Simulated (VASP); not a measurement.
Input of a VASP 6.6.1 run:

INCAR

```
ALGO = Normal
EDIFF = 1E-6
ENCUT = 520
GGA = PE
ISIF = 2
ISMEAR = -1
LASPH = T
LCHARG = F
LREAL = F
LWAVE = F
NBANDS = 14
NELM = 80
PREC = Accurate
SIGMA = 0.05
```

Contents of KPOINTS:

```
k-points
0
Gamma
  9 9 9
```

POSCAR

```
Na
1.0
    0.0000000000      3.1907235181      3.1907235181
    3.1907235181      0.0000000000      3.1907235181
    3.1907235181      3.1907235181      0.0000000000
Na
2
Direct
   -0.1250000000     -0.1250000000     -0.1250000000
    0.1250000000      0.1250000000      0.1250000000
```

Potentials or basis: VASP PAW PBE potentials, release 64 (Na_pv).

Run with:

```bash
$ cat potpaw_PBE.64/Na_pv/POTCAR > POTCAR
$ mpirun -np 1 vasp_std > vasp.out
```

(1) What does it give for the band gap on the k mesh?

(2) Estimate the pressure.

Answers

(1) zero (band 7 reaches 1.39 eV, above the bottom of band 8 at 0.37 eV).

(2) 3.7 GPa.
